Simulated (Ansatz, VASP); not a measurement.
# WS2 in VASP and in Ansatz

The input INCAR:

```
SYSTEM = WS2
  PREC = Accurate
  ENCUT = 520
  EDIFF = 1E-6
  ISMEAR = 0
  SIGMA = 0.02
  LREAL = .False.
  LASPH = .True.
  NELM = 60
  ALGO = Normal
  ISIF = 2
  LWAVE = .False.
  LCHARG = .True.
  GGA = PE
  LELF = .True.
  LVHAR = .True.
  NBANDS = 35
```

File KPOINTS:

```
Automatic mesh
0
Gamma
  12 12 2
  0 0 0
```

POSCAR

```
WS2
1.0
    3.1877751512      0.0000000000      0.0000000000
   -1.5938875756      2.7606942625      0.0000000000
    0.0000000000      0.0000000000     15.1687271447
W S
2 4
Direct
    0.3333333333      0.6666666667      0.2500000000
    0.6666666667      0.3333333333      0.7500000000
    0.3333333333      0.6666666667      0.6464411410
    0.6666666667      0.3333333333      0.1464411410
    0.3333333333      0.6666666667      0.8535588590
    0.6666666667      0.3333333333      0.3535588590
```

Input for Ansatz:

```yaml
crystal:
  lattice:
    - [3.1877751512, 0.0, 0.0]
    - [-1.5938875756, 2.7606942625, 0.0]
    - [0.0, 0.0, 15.1687271447]
  atoms:
    - { symbol: W, position: [0.3333333333, 0.6666666667, 0.25] }
    - { symbol: W, position: [0.6666666667, 0.3333333333, 0.75] }
    - { symbol: S, position: [0.3333333333, 0.6666666667, 0.646441141] }
    - { symbol: S, position: [0.6666666667, 0.3333333333, 0.146441141] }
    - { symbol: S, position: [0.3333333333, 0.6666666667, 0.853558859] }
    - { symbol: S, position: [0.6666666667, 0.3333333333, 0.353558859] }
basis:
  ecutwfc: 420
kpoints:
  mp_grid: { grid: [12, 12, 2] }
  band_path: { path: [VBM, CBM], npoints: 2 }
hamiltonian:
  xc: pbe
scf:
  occupations: { method: gaussian, width: 0.02 }
output:
  forces: true
  stress: true
  eigenvalues: true
checkpoint:
  read: start.run
  write: ck
  compress: false
  write_wavefunctions: false
  write_every: 100000
```

Alike in both runs: task single point; functional PBE; k mesh 12 × 12 × 2; occupations gaussian, width 0.02 eV; no spin polarisation.

|  | VASP | Ansatz |
| --- | --- | --- |
| version | VASP 6.6.1 | Ansatz 0.2.0 |
| potentials or method | VASP PAW PBE potentials, release 64 (W_sv, S), cutoff 520 eV | scalar-relativistic, plane waves, PAW |
| valence electrons in the cell | 52 | 52 |

Ansatz gave:

- gap on the k mesh at the Fermi level (eV): 1.66
- least direct gap on the mesh (eV): 1.80
- pressure (GPa): 0.0
- rms of the force components (eV/Å): 0.003

Question: Which values does VASP return?

Answer: gap on the k mesh at the Fermi level (eV): 1.67; least direct gap on the mesh (eV): 1.80; pressure (GPa): 0.0; rms of the force components (eV/Å): 0.004.

Atom by atom the forces differ by 0.001 eV/Å (rms over components).

Spin-orbit coupling is off throughout.
